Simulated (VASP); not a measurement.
# Ge (Cmmm) in VASP: further runs

Aim: see how the results for Ge move with the level of theory and the settings. Levels: revPBE, BLYP, PBEsol. Tasks: relaxation of cell and atoms, single point.

All numbers are computed with VASP 6.6.1; they aren't measurements. Logs are shortened: lines on timing, memory, paths and dates and some standing lists are left out, and cuts for length are marked.

## Step 1: The cell of the first run

It takes space group Cmmm (No. 65, orthorhombic). Conventional cell: a = 2.794 Å, b = 5.201 Å, c = 2.698 Å, α = 90.00°, β = 90.00°, γ = 90.00°. Ge (site symmetry mmm) has 8 Ge at 2.70 to 2.95 Å within 3.6 Å.

## Step 2: Relaxation of cell and atoms, revPBE

INCAR

```
PREC = Accurate
ENCUT = 600
EDIFF = 1E-6
ISMEAR = -1
SIGMA = 0.05
LREAL = False
LASPH = True
NELM = 60
ALGO = Normal
ISIF = 3
LWAVE = False
LCHARG = False
GGA = RE
IBRION = 2
NSW = 60
EDIFFG = -0.01
```

KPOINTS

```
regular mesh
0
Gamma
  11 11 10
```

POSCAR

```
Ge
1.0
    1.3971490000     -2.6005160000      0.0000000000
    1.3971490000      2.6005160000      0.0000000000
    0.0000000000      0.0000000000      2.6982310000
Ge
1
Direct
    0.5000000000      0.5000000000      0.0000000000
```

Potentials or basis: VASP PAW PBE potentials, release 64 (Ge_d).

Command:

```bash
cat potpaw_PBE.64/Ge_d/POTCAR > POTCAR
mpirun -np 1 vasp_std > vasp.out
```

OUTCAR:

```text
PREC = Accurate
   ENCUT = 600
   EDIFF = 1E-6
   ISMEAR = -1
   LREAL = False
   LASPH = True
   NELM = 60
   ISIF = 3
   GGA = RE
   IBRION = 2
   NSW = 60
   EDIFFG = -0.01

 ion  position               nearest neighbor table
   1  0.500  0.500  0.000-

  LATTYP: Found a base centered orthorhombic cell.
 ALAT       =     2.7942980000
 B/A-ratio  =     1.8613018368
 C/A-ratio  =     0.9656203454

  Lattice vectors:

 A1 = (   1.3971490000,  -2.6005160000,   0.0000000000)
 A2 = (   1.3971490000,   2.6005160000,   0.0000000000)
 A3 = (   0.0000000000,   0.0000000000,   2.6982310000)

Analysis of symmetry for initial positions (statically):
=====================================================================
 Subroutine PRICEL returns:
 Original cell was already a primitive cell.

 Routine SETGRP: Setting up the symmetry group for a
 base centered orthorhombic supercell.

 Subroutine GETGRP returns: Found  8 space group operations
 (whereof  8 operations were pure point group operations)
 out of a pool of  8 trial point group operations.

The static configuration has the point symmetry D_2h.

Analysis of symmetry for dynamics (positions and initial velocities):
=====================================================================
 Subroutine PRICEL returns:
 Original cell was already a primitive cell.

 Routine SETGRP: Setting up the symmetry group for a
 base centered orthorhombic supercell.

 Subroutine GETGRP returns: Found  8 space group operations
 (whereof  8 operations were pure point group operations)
 out of a pool of  8 trial point group operations.

The dynamic configuration has the point symmetry D_2h.

 Subroutine INISYM returns: Found  8 space group operations
 (whereof  8 operations are pure point group operations),
 and found     1 'primitive' translations

----------------------------------------------------------------------------------------

                                     Primitive cell

  volume of cell :      19.6070

  direct lattice vectors                    reciprocal lattice vectors
     1.397149000 -2.600516000  0.000000000     0.357871637 -0.192269534  0.000000000
     1.397149000  2.600516000  0.000000000     0.357871637  0.192269534  0.000000000
     0.000000000  0.000000000  2.698231000     0.000000000  0.000000000  0.370613191

  length of vectors
     2.952068562  2.952068562  2.698231000     0.406250763  0.406250763  0.370613191

  position of ions in fractional coordinates (direct lattice)
     0.500000000  0.500000000  0.000000000

  ion indices of the primitive-cell ions
   primitive index   ion index
                 1           1

----------------------------------------------------------------------------------------

 KPOINTS: regular mesh

Automatic generation of k-mesh.
 Grid dimensions read from file:
 generate k-points for:   11   11   10

 Generating k-lattice:

  Cartesian coordinates                     Fractional coordinates (reciprocal lattice)
     0.032533785 -0.017479049  0.000000000     0.090909091  0.000000000  0.000000000
     0.032533785  0.017479049  0.000000000     0.000000000  0.090909091  0.000000000
     0.000000000  0.000000000  0.037061319     0.000000000  0.000000000  0.100000000

  Length of vectors
     0.036931888  0.036931888  0.037061319

  Shift w.r.t. Gamma in fractional coordinates (k-lattice)
     0.000000000  0.000000000  0.000000000

 Subroutine IBZKPT returns following result:
 ===========================================

 Found    216 irreducible k-points:

 Following reciprocal coordinates:
            Coordinates               Weight
  0.000000  0.000000  0.000000      1.000000
  0.090909  0.000000  0.000000      4.000000
  0.181818 -0.000000  0.000000      4.000000
  0.272727 -0.000000  0.000000      4.000000
  0.363636 -0.000000  0.000000      4.000000
  0.454545 -0.000000  0.000000      4.000000
[... 16 lines left out ...]
 -0.272727  0.181818  0.000000      4.000000
 -0.181818  0.181818  0.000000      2.000000
 [... further k-points ...]
   k-points           NKPTS =    216   k-points in BZ     NKDIM =    216   number of bands    NBANDS=     11
   number of dos      NEDOS =    301   number of ions     NIONS =      1
   total plane-waves  NPLWV =  13824
   dimension x,y,z NGX =    24 NGY =   24 NGZ =   24
   dimension x,y,z NGXF=    48 NGYF=   48 NGZF=   48
   ions per type =               1
   NGX,Y,Z   is equivalent  to a cutoff of  13.52, 13.52, 14.79 a.u.
   NGXF,Y,Z  is equivalent  to a cutoff of  27.03, 27.03, 29.57 a.u.
 SYSTEM =  unknown system
   PREC   = accura    normal or accurate (medium, high low for compatibility)
   ISTART =      0    job   : 0-new  1-cont  2-samecut
   ICHARG =      2    charge: 1-file 2-atom 10-const
   ISPIN  =      1    spin polarized calculation?
   LNONCOLLINEAR =      F non collinear calculations
   LSORBIT =      F    spin-orbit coupling
   LASPH  =      T    aspherical Exc in radial PAW
   ENCUT  =  600.0 eV  44.10 Ry    6.64 a.u.   5.90  5.90  5.39*2*pi/ulx,y,z
   NELM   =     60;   NELMIN=  2; NELMDL= -5     # of ELM steps
   EDIFF  = 0.1E-05   stopping-criterion for ELM
   LREAL  =      F    real-space projection
   EDIFFG = -.1E-01   stopping-criterion for IOM
   NSW    =     60    number of steps for IOM
   IBRION =      2    ionic relax: 0-MD 1-quasi-New 2-CG
   NFREE  =      1    steps in history (QN), initial steepest desc. (CG)
   ISIF   =      3    stress and relaxation
   ISYM   =      2    0-nonsym 1-usesym 2-fastsym
   POTIM  = 0.5000    time-step for ionic-motion
   TEBEG  =    0.0;   TEEND  =   0.0 temperature during run
   PSTRESS=    0.0 pullay stress
   NELECT =      14.0000    total number of electrons
   NUPDOWN=      -1.0000    fix difference up-down
   EMIN   =  10.00;   EMAX   =-10.00  energy-range for DOS
   EFERMI =   0.00;   METHOD = LEGACY
   ISMEAR =    -1;   SIGMA  =   0.05  broadening in eV -4-tet -1-fermi 0-gaus
   EFERMI_NEDOS =   21; number of points for ismear=-14 and -15
   IALGO  =     38    algorithm
   IMIX   =      4    mixing-type and parameters
     AMIX     =   0.40;   BMIX     =  1.00
     AMIX_MAG =   1.60;   BMIX_MAG =  1.00
  volume/ion in A,a.u.               =      19.61       132.31
  Fermi-wavevector in a.u.,A,eV,Ry     =   1.463234  2.765111 29.130796  2.141053
  Thomas-Fermi vector in A             =   2.579353
   LORBIT       =      0    0 simple, 1 ext, 2 COOP (PROOUT), +10 PAW based schemes
   GGA     = RE    functional components
   LHFCALC =     F    Hartree Fock is set to
   AEXX    =    0.0000 exact exchange contribution
   IVDW    =     0    specifies the selected vdW correction
   LEPSILON=     F    determine dielectric tensor
   LRPA    =     F    only Hartree local field effects (RPA)
 conjugate gradient relaxation of ions
 non-spin polarized calculation
  energy-cutoff  :      600.00
  volume of cell :       19.61
 maximum number of plane-waves:       671
   NGX = 11   NGY = 11   NGZ = 11

--------------------------------------- Ionic step        1  -------------------------------------------

 number of electron      14.0000008 magnetization

 Free energy of the ion-electron system (eV)
  ---------------------------------------------------
  ext. energy  EPLUGINS =         0.00000000
  ---------------------------------------------------
  free energy    TOTEN  =        -3.96187188 eV

  energy without entropy =       -3.95796424  energy(sigma->0) =       -3.95991806

------------------------ aborting loop because EDIFF is reached ----------------------------------------

  FORCE on cell =-STRESS in cart. coord.  units (eV):
  Direction    XX          YY          ZZ          XY          YZ          ZX
  --------------------------------------------------------------------------------------
  -------------------------------------------------------------------------------------
  Total        0.2435370     -0.1858593      0.1029616      0.0000000      0.0000000      0.0000000
  in kB       19.9005112    -15.1874007      8.4134561      0.0000000      0.0000000      0.0000000
  external PRESSURE =       4.3755222 kB  Pullay stress =       0.0000000 kB
[... 86 lines left out ...]
  FREE ENERGIE OF THE ION-ELECTRON SYSTEM (eV)
  ---------------------------------------------------
  free  energy   TOTEN  =        -3.9664070497 eV

  energy  without entropy=       -3.9623695283  energy(sigma->0) =       -3.96438829

[... ionic steps 4 to 13 ...]

--------------------------------------- Ionic step       14  -------------------------------------------

 number of electron      14.0000000 magnetization

------------------------ aborting loop because EDIFF is reached ----------------------------------------

  FORCE on cell =-STRESS in cart. coord.  units (eV):
  Direction    XX          YY          ZZ          XY          YZ          ZX
  --------------------------------------------------------------------------------------
  -------------------------------------------------------------------------------------
  Total        0.0123614      0.0001777      0.0121437     -0.0000000      0.0000000      0.0000000
  in kB        1.0017744      0.0143971      0.9841390     -0.0000000      0.0000000      0.0000000
  external PRESSURE =       0.6667702 kB  Pullay stress =       0.0000000 kB
[... 55 lines left out ...]
  energy  without entropy=       -3.9628324840  energy(sigma->0) =       -3.96505511

--------------------------------------- Ionic step       16  -------------------------------------------

 number of electron      14.0000000 magnetization

 Free energy of the ion-electron system (eV)
  ---------------------------------------------------
  ext. energy  EPLUGINS =         0.00000000
  ---------------------------------------------------
  free energy    TOTEN  =        -3.96728030 eV

  energy without entropy =       -3.96283474  energy(sigma->0) =       -3.96505752

 E-fermi :   6.2366     XC(G=0): -10.9177

 val. band max:        6.2332164147   @ k =   0.4545   0.2727   0.3000
 cond. band min:       6.2601516575   @ k =   0.2727   0.2727   0.3000
 fundamental gap:      0.0269352429
 Fermi energy:         6.2366219441

 k-point     1 :       0.0000    0.0000    0.0000
  band No.  band energies     occupation
      1     -18.5488      2.00000
      2     -18.5011      2.00000
      3     -18.4896      2.00000
      4     -18.3538      2.00000
      5     -18.3486      2.00000
      6      -6.5714      2.00000
      7      12.4519      0.00000
      8      14.2173      0.00000
      9      14.5240      0.00000
     10      16.0417      0.00000
     11      19.9216      0.00000
[... 309 lines left out ...]
 k-point    24 :      -0.1818    0.1818    0.0000
  band No.  band energies     occupation
      1     -18.5371      2.00000
      2     -18.5005      2.00000
      3     -18.4580      2.00000
      4     -18.3676      2.00000
      5     -18.3517      2.00000
      6      -5.8107      2.00000
      7       9.2374      0.00000
      8      12.8392      0.00000
      9      13.1749      0.00000
     10      16.4005      0.00000
     11      17.7640      0.00000

 [... further k-points ...]

------------------------ aborting loop because EDIFF is reached ----------------------------------------

  FORCE on cell =-STRESS in cart. coord.  units (eV):
  Direction    XX          YY          ZZ          XY          YZ          ZX
  --------------------------------------------------------------------------------------
  -------------------------------------------------------------------------------------
  Total        0.0023882     -0.0051393     -0.0083716      0.0000000      0.0000000      0.0000000
  in kB        0.1934529     -0.4163082     -0.6781399      0.0000000      0.0000000      0.0000000
  external PRESSURE =      -0.3003317 kB  Pullay stress =       0.0000000 kB
[... 16 lines left out ...]
  FREE ENERGIE OF THE ION-ELECTRON SYSTEM (eV)
  ---------------------------------------------------
  free  energy   TOTEN  =        -3.9672803013 eV

  energy  without entropy=       -3.9628347438  energy(sigma->0) =       -3.96505752

 reached required accuracy - stopping structural energy minimisation
```

Wall time 7.3 min (1 thread of Intel Xeon 8259CL, shared host); peak memory 0.19 GiB.

What came out:

* Free energy: -3.9673 eV
* Relaxed volume: 19.78 Å³/atom
* Relaxed cell: a = 2.901 Å, b = 2.901 Å, c = 2.736 Å, α = 90.00°, β = 90.00°, γ = 120.81°
* Space group after relaxing (to 0.1 Å): P6/mmm (No. 191)
* Energy gained by relaxing: 5.4 meV/atom
* Ionic steps: 16
* Pressure after relaxing: 0.0 GPa
* Band gap on the k mesh: zero (bands 7 and 8 overlap by 8.63 eV)

The path:
```tsv
step	energy change (eV)	largest force (eV/Å)	pressure (GPa)	volume (Å³)
1	0.0000	0.0000	0.44	19.61
2	-0.0039	0.0000	-0.08	19.76
3	-0.0045	0.0000	-0.19	19.82
4	-0.0049	0.0000	-0.59	19.93
5	-0.0049	0.0000	-0.42	19.90
6	-0.0053	0.0000	0.15	19.75
7	-0.0053	0.0000	0.03	19.77
8	-0.0053	0.0000	0.03	19.76
9	-0.0053	0.0000	0.05	19.76
10	-0.0054	0.0000	0.04	19.75
11	-0.0054	0.0000	0.03	19.75
12	-0.0054	0.0000	0.03	19.77
13	-0.0054	0.0000	0.11	19.77
14	-0.0054	0.0000	0.07	19.77
15	-0.0054	0.0000	-0.14	19.79
16	-0.0054	0.0000	-0.03	19.78
```

Final structure:
```cif
data_structure
_symmetry_space_group_name_H-M 'P 1'
_symmetry_Int_Tables_number 1
_cell_length_a 2.9012
_cell_length_b 2.9012
_cell_length_c 2.7359
_cell_angle_alpha 90.000
_cell_angle_beta 90.000
_cell_angle_gamma 120.807
_cell_volume 19.78
loop_
_atom_site_label
_atom_site_type_symbol
_atom_site_fract_x
_atom_site_fract_y
_atom_site_fract_z
_atom_site_occupancy
Ge1 Ge 0.50000 0.50000 0.00000 1
```

Caveat: the PAW data sets were made with another functional, which shifts forces and pressure a little.

(Part 1 of 2 ends here.)

The gap in the log of VASP goes by the Fermi energy; the results here count the filled bands.